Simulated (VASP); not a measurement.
# Li4Mg5Cl14 in VASP: notebook

The runs below take Li4Mg5Cl14 through single point, with PBE.

Program: VASP 6.6.1. These are calculated values, not measurements. Logs are shortened: lines on timing, memory, paths and dates and some standing lists are left out, and cuts for length are marked.

## (1) The cell of the first run

The cell holds an amorphous packing of atoms, 23 atoms: a = 8.308 Å, b = 8.470 Å, c = 8.232 Å, α = 85.84°, β = 90.35°, γ = 91.58°.

## (2) Single point, PBE

The input, INCAR:

```
SYSTEM = Li4Mg5Cl14
PREC     = Accurate       ! precision mode
ENCUT    = 520            ! plane-wave cutoff, eV
EDIFF    = 1E-6           ! SCF threshold, eV
ISMEAR   = -1             ! smearing method
SIGMA    = 0.1379         ! smearing width, eV
LREAL    = Auto         
LASPH    = .TRUE.         ! aspherical terms in the spheres
NELM     = 60             ! most SCF steps
ALGO     = Normal         ! electronic algorithm
ISIF     = 2              ! what is computed and relaxed
LWAVE    = .FALSE.        ! write WAVECAR
LCHARG   = .FALSE.        ! write CHGCAR
GGA      = PE             ! functional
NBANDS   = 77             ! bands
ISYM     = 0
```

The input, KPOINTS:

```
Automatic mesh
0
G
  1 1 1
  0 0 0
```

The input, POSCAR:

```
Li4Mg5Cl14
1.0
    8.3069090000     -0.1152490000     -0.0233070000
   -0.1152490000      8.4640910000      0.3031410000
   -0.0233070000      0.3031410000      8.2260140000
Mg Cl Li
5 14 4
Direct
    0.4356724911      0.6771286844      0.5711732015
    0.0286845849      0.1477532013      0.5370844857
    1.0018306549      0.6842673758      0.4017227749
    0.6687321110      0.9299506813      0.1249798456
    0.4110811617      0.3311147297      0.3093988921
    0.2743123750      0.2180181348      0.6236566292
    0.6170460090      0.2460023527      0.1191281819
    0.1921225120      0.2628415912      0.1790875552
    0.9355932352      0.8876725365      0.1042388125
    0.4837489611      0.4933885456      0.7548831597
    0.1235257707      0.7791947419      0.6736139936
    0.9038624264      0.3839270690      0.4087490352
    0.9470753230      0.2459715546      0.8181897601
    0.3050345801      0.5976478195      0.3466419925
    0.8453626237      1.0134508847      0.4217696872
    0.6815189162      0.7082566013      0.3416464581
    0.6381626744     -0.0759705386      0.7657695990
    0.8828131204      0.5906328080     -0.0592777127
    0.3604016201      0.8763902382      0.1032034552
    0.7011399193      0.1833507224      0.7382124984
   -0.0638740483      0.3898325180      0.1397556664
    0.2389241841      0.0408316660      0.9228835319
    0.0877480457      0.4964407725      0.7702719192
```

Potentials or basis: VASP PAW PBE potentials, release 64 (Mg, Cl, Li_sv).

On the command line:

```console
$ cat potpaw_PBE.64/Mg/POTCAR potpaw_PBE.64/Cl/POTCAR potpaw_PBE.64/Li_sv/POTCAR > POTCAR
$ mpirun -np 1 vasp_gam > vasp.out
```

OUTCAR:

```text
SYSTEM = Li4Mg5Cl14
   PREC = Accurate
   ENCUT = 520
   EDIFF = 1E-6
   ISMEAR = -1
   LREAL = Auto
   LASPH = .TRUE.
   NELM = 60
   ISIF = 2
   GGA = PE
   ISYM = 0

 ion  position               nearest neighbor table
   1  0.436  0.677  0.571-  10 2.13  14 2.27  16 2.78  11 2.91
   2  0.029  0.148  0.537-  15 2.13   6 2.24  12 2.45  13 2.61
   3  0.002  0.684  0.402-  11 2.62  12 2.65  14 2.69  16 2.71   9 2.95  15 3.12
   4  0.669  0.930  0.125-   9 2.26  16 2.50  19 2.60   7 2.72  15 2.96  17 2.97
   5  0.411  0.331  0.309-   8 2.19   7 2.48  14 2.49   6 2.92
   6  0.274  0.218  0.624-   2 2.24   5 2.92
   7  0.617  0.246  0.119-   5 2.48   4 2.72
   8  0.192  0.263  0.179-   5 2.19  21 2.42
   9  0.936  0.888  0.104-   4 2.26   3 2.95
  10  0.484  0.493  0.755-   1 2.13
  11  0.124  0.779  0.674-  23 2.48   3 2.62   1 2.91
  12  0.904  0.384  0.409-  21 2.23   2 2.45   3 2.65
  13  0.947  0.246  0.818-  20 2.21  23 2.40   2 2.61
  14  0.305  0.598  0.347-   1 2.27   5 2.49   3 2.69
  15  0.845  0.013  0.422-   2 2.13   4 2.96   3 3.12
  16  0.682  0.708  0.342-   4 2.50   3 2.71   1 2.78
  17  0.638  0.924  0.766-  20 2.24   4 2.97
  18  0.883  0.591  0.941-  21 2.32  23 2.40
  19  0.360  0.876  0.103-  22 2.22   4 2.60
  20  0.701  0.183  0.738-  13 2.21  17 2.24
  21  0.936  0.390  0.140-  12 2.23  18 2.32   8 2.42
  22  0.239  0.041  0.923-  19 2.22
  23  0.088  0.496  0.770-  13 2.40  18 2.40  11 2.48

IMPORTANT INFORMATION: All symmetrisations will be switched off!
NOSYMM: (Re-)initialisation of all symmetry stuff for point group C_1.

----------------------------------------------------------------------------------------

                                     Primitive cell

  volume of cell :     577.4990

  direct lattice vectors                    reciprocal lattice vectors
     8.306909000 -0.115249000 -0.023307000     0.120405116  0.001629396  0.000281102
    -0.115249000  8.464091000  0.303141000     0.001629396  0.118324367 -0.004355814
    -0.023307000  0.303141000  8.226014000     0.000281102 -0.004355814  0.121726875

  length of vectors
     8.307741130  8.470301840  8.231630702     0.120416468  0.118415725  0.121805108

  position of ions in fractional coordinates (direct lattice)
     0.435672491  0.677128684  0.571173202
     0.028684585  0.147753201  0.537084486
     0.001830655  0.684267376  0.401722775
     0.668732111  0.929950681  0.124979846
     0.411081162  0.331114730  0.309398892
     0.274312375  0.218018135  0.623656629
[... 15 lines left out ...]
     0.238924184  0.040831666  0.922883532
     0.087748046  0.496440773  0.770271919

  ion indices of the primitive-cell ions
   primitive index   ion index
                 1           1
                 2           2
                 3           3
                 4           4
                 5           5
                 6           6
[... 15 lines left out ...]
                22          22
                23          23

----------------------------------------------------------------------------------------

 KPOINTS: Automatic mesh

Automatic generation of k-mesh.
 Grid dimensions read from file:
 generate k-points for:    1    1    1

 Generating k-lattice:

  Cartesian coordinates                     Fractional coordinates (reciprocal lattice)
     0.120405116  0.001629396  0.000281102     1.000000000  0.000000000  0.000000000
     0.001629396  0.118324367 -0.004355814    -0.000000000  1.000000000  0.000000000
     0.000281102 -0.004355814  0.121726875     0.000000000  0.000000000  1.000000000

  Length of vectors
     0.120416468  0.118415725  0.121805108

  Shift w.r.t. Gamma in fractional coordinates (k-lattice)
     0.000000000  0.000000000  0.000000000

 Subroutine IBZKPT returns following result:
 ===========================================

 Found      1 irreducible k-points:

 Following reciprocal coordinates:
            Coordinates               Weight
  0.000000  0.000000  0.000000      1.000000
   k-points           NKPTS =      1   k-points in BZ     NKDIM =      1   number of bands    NBANDS=     77
   number of dos      NEDOS =    301   number of ions     NIONS =     23
   total plane-waves  NPLWV = 262144
   dimension x,y,z NGX =    64 NGY =   64 NGZ =   64
   dimension x,y,z NGXF=   128 NGYF=  128 NGZF=  128
   ions per type =               5  14   4
   NGX,Y,Z   is equivalent  to a cutoff of  12.81, 12.56, 12.93 a.u.
   NGXF,Y,Z  is equivalent  to a cutoff of  25.61, 25.12, 25.85 a.u.
 SYSTEM =  Li4Mg5Cl14
   PREC   = accura    normal or accurate (medium, high low for compatibility)
   ISTART =      0    job   : 0-new  1-cont  2-samecut
   ICHARG =      2    charge: 1-file 2-atom 10-const
   ISPIN  =      1    spin polarized calculation?
   LNONCOLLINEAR =      F non collinear calculations
   LSORBIT =      F    spin-orbit coupling
   LASPH  =      T    aspherical Exc in radial PAW
   ENCUT  =  520.0 eV  38.22 Ry    6.18 a.u.  15.45 15.75 15.31*2*pi/ulx,y,z
   NELM   =     60;   NELMIN=  2; NELMDL= -5     # of ELM steps
   EDIFF  = 0.1E-05   stopping-criterion for ELM
   LREAL  =      T    real-space projection
   EDIFFG = 0.1E-04   stopping-criterion for IOM
   NSW    =      0    number of steps for IOM
   IBRION =     -1    ionic relax: 0-MD 1-quasi-New 2-CG
   NFREE  =      0    steps in history (QN), initial steepest desc. (CG)
   ISIF   =      2    stress and relaxation
   ISYM   =      0    0-nonsym 1-usesym 2-fastsym
   POTIM  = 0.5000    time-step for ionic-motion
   TEBEG  =    0.0;   TEEND  =   0.0 temperature during run
   PSTRESS=    0.0 pullay stress
   NELECT =     120.0000    total number of electrons
   NUPDOWN=      -1.0000    fix difference up-down
   EMIN   =  10.00;   EMAX   =-10.00  energy-range for DOS
   EFERMI =   0.00;   METHOD = LEGACY
   ISMEAR =    -1;   SIGMA  =   0.14  broadening in eV -4-tet -1-fermi 0-gaus
   EFERMI_NEDOS =   21; number of points for ismear=-14 and -15
   IALGO  =     38    algorithm
   IMIX   =      4    mixing-type and parameters
     AMIX     =   0.40;   BMIX     =  1.00
     AMIX_MAG =   1.60;   BMIX_MAG =  1.00
  volume/ion in A,a.u.               =      25.11       169.44
  Fermi-wavevector in a.u.,A,eV,Ry     =   0.969657  1.832386 12.792671  0.940235
  Thomas-Fermi vector in A             =   2.099728
   LORBIT       =      0    0 simple, 1 ext, 2 COOP (PROOUT), +10 PAW based schemes
   GGA     = PE    functional components
   LHFCALC =     F    Hartree Fock is set to
   AEXX    =    0.0000 exact exchange contribution
   IVDW    =     0    specifies the selected vdW correction
   LEPSILON=     F    determine dielectric tensor
   LRPA    =     F    only Hartree local field effects (RPA)
 non-spin polarized calculation
  energy-cutoff  :      520.00
  volume of cell :      577.50
 maximum number of plane-waves:      7794
 NGX is ok and might be reduce to    64
   NGX = 31   NGY = 31   NGZ = 31

 number of electron     120.0000009 magnetization

 Free energy of the ion-electron system (eV)
  ---------------------------------------------------
  ext. energy  EPLUGINS =         0.00000000
  ---------------------------------------------------
  free energy    TOTEN  =       -74.38448014 eV

  energy without entropy =      -74.37219328  energy(sigma->0) =      -74.37833671

 E-fermi :   1.9365     XC(G=0):  -7.6012

 val. band max:        1.1495898300   @ k =   0.0000   0.0000   0.0000
 cond. band min:       2.7232326991   @ k =   0.0000   0.0000   0.0000
 fundamental gap:      1.5736428690
 Fermi energy:         1.9364798667

 k-point     1 :       0.0000    0.0000    0.0000
  band No.  band energies     occupation
      1     -45.0498      2.00000
      2     -44.7864      2.00000
      3     -44.6573      2.00000
      4     -44.0135      2.00000
      5     -15.2134      2.00000
      6     -14.5372      2.00000
[... 64 lines left out ...]
     71       6.3839      0.00000
     72       6.4822      0.00000
 [bands above 72 left out]

------------------------ aborting loop because EDIFF is reached ----------------------------------------

  FORCE on cell =-STRESS in cart. coord.  units (eV):
  Direction    XX          YY          ZZ          XY          YZ          ZX
  --------------------------------------------------------------------------------------
  -------------------------------------------------------------------------------------
  Total        2.2542127      6.1940577      0.5334285      5.9214012      0.7990779      2.5358618
  in kB        6.2539472     17.1844081      1.4799109     16.4279668      2.2169120      7.0353370
  external PRESSURE =       8.3060887 kB  Pullay stress =       0.0000000 kB

 VOLUME and BASIS-vectors are now :
 -----------------------------------------------------------------------------
  energy-cutoff  :      520.00
  volume of cell :      577.50
      direct lattice vectors                 reciprocal lattice vectors
     8.306909000 -0.115249000 -0.023307000     0.120405116  0.001629396  0.000281102
    -0.115249000  8.464091000  0.303141000     0.001629396  0.118324367 -0.004355814
    -0.023307000  0.303141000  8.226014000     0.000281102 -0.004355814  0.121726875

 POSITION                                       TOTAL-FORCE (eV/Angst)
 -----------------------------------------------------------------------------------
      3.52774      5.85421      4.89359         0.707931      1.821488     -0.024190
      0.20873      1.41010      4.46219         0.161779      0.830740      0.689320
     -0.07302      5.91327      3.51196        -0.792904      0.573595     -0.381503
      5.44501      7.83200      1.29441        -1.028837     -0.011917     -0.447822
      3.36944      2.84900      2.63591         0.735192      0.062604      0.043628
      2.23903      2.00277      5.18990         1.243591     -0.246574     -0.565911
[... 15 lines left out ...]
      1.95851      0.59783      7.59846        -0.233310      0.084680      0.138813
      0.65375      4.42531      6.48471        -0.377816      0.165792      0.620517
 -----------------------------------------------------------------------------------
    total drift:                                0.003838      0.004440     -0.001996

  FREE ENERGIE OF THE ION-ELECTRON SYSTEM (eV)
  ---------------------------------------------------
  free  energy   TOTEN  =       -74.3844801442 eV

  energy  without entropy=      -74.3721932796  energy(sigma->0) =      -74.37833671
```

It took 53 s on 1 thread of Intel Xeon Platinum 8559C (Emerald Rapids), shared host; peak memory 0.52 GiB.

What came out:

```
Free energy            : -74.3845 eV
Largest force          : 1.954 eV/Å
Band gap on the k mesh : 1.57 eV
```

Forces in eV/Å, atoms in the order of the input:
```
Mg   0.708  1.821 -0.024
Mg   0.162  0.831  0.689
Mg  -0.793  0.574 -0.382
Mg  -1.029 -0.012 -0.448
Mg   0.735  0.063  0.044
Cl   1.244 -0.247 -0.566
Cl  -0.263 -0.226  0.624
Cl  -0.745 -0.578 -0.669
Cl   1.280  0.274  0.039
Cl   0.290 -0.832  0.862
Cl   0.443 -0.493 -1.302
Cl   0.169  1.462  0.643
Cl   0.398 -0.580 -0.410
Cl  -0.866 -0.558 -0.166
Cl  -0.716 -0.501  0.149
Cl  -0.441 -0.688  0.637
Cl  -0.566  0.036  0.316
Cl   0.348 -1.062  0.045
Cl   0.921  0.540 -0.119
Li  -0.386 -0.040  0.098
Li  -0.283 -0.035 -0.823
Li  -0.233  0.085  0.139
Li  -0.378  0.166  0.621
```

Levels at points of the mesh, in eV from the valence-band top:
```csv
k point,band 58,band 59,band 60,band 61,band 62,band 63
"(0.00, 0.00, 0.00)",-1.14,-0.99,0.00,1.57,2.74,3.25
```

Caveat: the k points lie up to 0.77 Å⁻¹ apart; the cutoff is under 1.25 times the usual one of these potentials, so pressure, stress and relaxed cells hold a basis-set (Pulay) error.

## (3) Single point, PBE

The input, INCAR:

```
SYSTEM = Li4Mg5Cl14
ALGO     = Normal         ! electronic algorithm
EDIFF    = 1E-7           ! SCF threshold, eV
ENCUT    = 520            ! plane-wave cutoff, eV
GGA      = PE             ! functional
ISIF     = 2              ! what is computed and relaxed
ISMEAR   = -1             ! smearing method
ISYM     = 0            
LASPH    = .TRUE.         ! aspherical terms in the spheres
LCHARG   = .TRUE.         ! write CHGCAR
LELF     = .TRUE.         ! ELF
LREAL    = Auto         
LVHAR    = .TRUE.       
LWAVE    = .FALSE.        ! write WAVECAR
NBANDS   = 77             ! bands
NELM     = 100            ! most SCF steps
PREC     = Accurate       ! precision mode
SIGMA    = 0.0991         ! smearing width, eV
```

The input, KPOINTS:

```
k-points
0
G
  1 1 1
  0 0 0
```

The input, POSCAR:

```
Li4Mg5Cl14
1.0
    8.3069090000     -0.1152490000     -0.0233070000
   -0.1152490000      8.4640910000      0.3031410000
   -0.0233070000      0.3031410000      8.2260140000
Mg Cl Li
5 14 4
Direct
    0.4583756343      0.7240494621      0.5908398992
    0.0497092353      0.1414363937      0.5229626893
   -0.0291533219      0.6973949370      0.3713021306
    0.6898677438      0.9655987562      0.0813180205
    0.4229176473      0.4538396723      0.1773648245
    0.3341353638      0.2071344319      0.5917546158
    0.6162003691      0.2465339871      0.1174581301
    0.1928052319      0.2683310076      0.1752106891
    0.9537030599      0.8520636641      0.1155466701
    0.4247742460      0.5218956347      0.8261062100
    0.1747571171      0.7759164173      0.6733975879
    0.8923478379      0.3949116691      0.4163603457
    0.9484648068      0.2018903580      0.8262830119
    0.2395320691      0.6160819580      0.3503784546
    0.8423954949     -0.0148591247      0.4359727715
    0.6381048357      0.6754153337      0.3593710429
    0.6256029697      0.9388116617      0.7595929964
    0.8515956090      0.5713038763      0.8678091856
    0.3770751867      0.8590367022      0.0925533614
    0.7225938601      0.1676476995      0.6407178013
    0.8518614609      0.3770947185      0.0343608052
    0.2229552038      0.0780390320      0.9546775129
    0.1187293982      0.5507186533      0.8181461669
```

Potentials or basis: VASP PAW PBE potentials, release 64 (Mg, Cl, Li_sv).

On the command line:

```console
$ cat potpaw_PBE.64/Mg/POTCAR potpaw_PBE.64/Cl/POTCAR potpaw_PBE.64/Li_sv/POTCAR > POTCAR
$ mpirun -np 1 vasp_gam > vasp.out
```

It took 54 s on 1 thread of Intel Xeon Platinum 8559C (Emerald Rapids), shared host; peak memory 0.52 GiB.

The run converged. Its results:

| Property | Result |
| --- | --- |
| Free energy | -76.1036 eV |
| Largest force | 1.869 eV/Å |
| Band gap on the k mesh | 2.73 eV |

Forces in eV/Å, atoms in the order of the input:
```
Mg  -0.308 -0.020  0.694
Mg   1.351  1.250  0.324
Mg  -0.431 -0.254  0.297
Mg  -1.005 -0.569 -0.526
Mg  -0.632  0.187 -0.267
Cl  -0.905 -0.428 -0.186
Cl   0.062 -0.171  0.113
Cl   0.236  0.033 -0.421
Cl  -0.307  0.070 -0.257
Cl  -0.040 -0.100  0.409
Cl  -0.116  1.000 -0.643
Cl   0.185 -0.094  0.254
Cl   0.343 -0.585 -0.515
Cl   0.631 -0.562  0.076
Cl   0.149  0.065  0.178
Cl  -0.267 -0.195  0.156
Cl  -0.326 -0.455  0.406
Cl   0.053  0.615 -0.412
Cl   1.121  0.977 -0.401
Li  -0.211  0.196 -0.007
Li   0.256 -0.605  0.421
Li   0.074 -0.135  0.182
Li   0.085 -0.222  0.124
```

Levels at points of the mesh, in eV from the valence-band top:
| k point | band 57 | band 58 | band 59 | band 60 | band 61 | band 62 | band 63 | band 64 |
| --- | --- | --- | --- | --- | --- | --- | --- | --- |
| (0.00, 0.00, 0.00) | -0.54 | -0.32 | -0.10 | 0.00 | 2.73 | 4.31 | 4.57 | 4.89 |

Caveat: the k points lie up to 0.77 Å⁻¹ apart; the cutoff is under 1.25 times the usual one of these potentials, so pressure, stress and relaxed cells hold a basis-set (Pulay) error.

## (4) Single point, PBE

The input, INCAR:

```
PREC     = Accurate       # precision mode
ENCUT    = 520            # plane-wave cutoff, eV
EDIFF    = 1E-6           # SCF threshold, eV
ISMEAR   = -1             # smearing method
SIGMA    = 0.0991         # smearing width, eV
LREAL    = Auto         
LASPH    = True           # aspherical terms in the spheres
NELM     = 100            # most SCF steps
ALGO     = Normal         # electronic algorithm
ISIF     = 2              # what is computed and relaxed
LWAVE    = False          # write WAVECAR
LCHARG   = True           # write CHGCAR
GGA      = PE             # functional
LELF     = True           # ELF
LVHAR    = True         
ISYM     = 0            
NBANDS   = 77             # bands
```

The input, KPOINTS:

```
regular mesh
0
Gamma
  1 1 1
```

The input, POSCAR:

```
Li4Mg5Cl14
1.0
    8.3069090000     -0.1152490000     -0.0233070000
   -0.1152490000      8.4640910000      0.3031410000
   -0.0233070000      0.3031410000      8.2260140000
Mg Cl Li
5 14 4
Direct
    0.4274421142      0.7420069859      0.6217094517
    0.0839383987      0.2105660601      0.5404432993
   -0.0869914064      0.6650953711      0.5075611123
    0.6809823826      0.9546738017      0.0355893979
    0.4034919328      0.5388872798      0.1062577036
    0.3761093038      0.2077292884      0.6495974497
    0.6871291681      0.2345163098      0.1030463127
    0.2135243249      0.3211572679      0.1070529027
    0.9440863266      0.8559715809      0.0687061484
    0.3942273333      0.5129644798      0.8136585582
    0.1519613609      0.7993221266      0.6973493425
    0.8785206775      0.3920892404      0.4601806363
    0.9867255306      0.1375704474      0.7866878623
    0.2355580538      0.6226873491      0.3769778517
    0.8938813763     -0.0503419860      0.4440774612
    0.6292538818      0.6775414507      0.4167743244
    0.6132173468      0.9238366342      0.7567446999
    0.8581002598      0.5685210871      0.8552488109
    0.4023515105      0.8550338369      0.0716346695
    0.6814528302      0.1822738230      0.6032853764
    0.9120750062      0.3787914187      0.1000019600
    0.2247984374      0.0332505293      0.9489883896
    0.1079085493      0.5943278061      0.8942298055
```

On the command line:

```console
$ cat potpaw_PBE.64/Mg/POTCAR potpaw_PBE.64/Cl/POTCAR potpaw_PBE.64/Li_sv/POTCAR > POTCAR
$ mpirun -np 1 vasp_gam > vasp.out
```

Run time: 60 s. Hardware: 1 thread of Intel Xeon Platinum 8559C (Emerald Rapids), shared host; peak memory 0.52 GiB.

Results (log left out):

```yaml
Free_energy: -76.0872 eV
Largest_force: 1.300 eV/Å
Band_gap_on_the_k_mesh: 2.54 eV
```

Forces in eV/Å, atoms in the order of the input:
```
Mg  -0.290 -0.243 -0.195
Mg   0.898 -0.645 -0.092
Mg   0.433  1.028  0.550
Mg   0.642  0.262  0.075
Mg  -0.319  0.385  0.442
Cl  -0.681 -0.406 -1.031
Cl  -0.639 -0.491  0.045
Cl  -0.385  0.040  0.384
Cl  -0.251  0.085  0.345
Cl   0.406  0.639  0.744
Cl   0.518  0.103 -0.055
Cl   0.104 -0.423 -0.436
Cl  -0.362  0.438  0.709
Cl   0.036 -0.328 -0.237
Cl   0.350  0.916 -0.033
Cl  -0.339 -0.183 -0.033
Cl   0.207 -0.106 -0.541
Cl  -0.661 -0.743 -0.425
Cl   0.324 -0.491  0.563
Li  -0.120 -0.253  0.180
Li   0.197 -0.006 -0.321
Li  -0.574  0.161 -0.363
Li   0.505  0.258 -0.274
```

Levels at points of the mesh, in eV from the valence-band top:
```csv
k point,band 57,band 58,band 59,band 60,band 61,band 62,band 63,band 64
"(0.00, 0.00, 0.00)",-0.77,-0.58,-0.44,0.00,2.54,3.79,4.46,4.55
```

Caveat: the k points lie up to 0.77 Å⁻¹ apart; the cutoff is under 1.25 times the usual one of these potentials, so pressure, stress and relaxed cells hold a basis-set (Pulay) error.
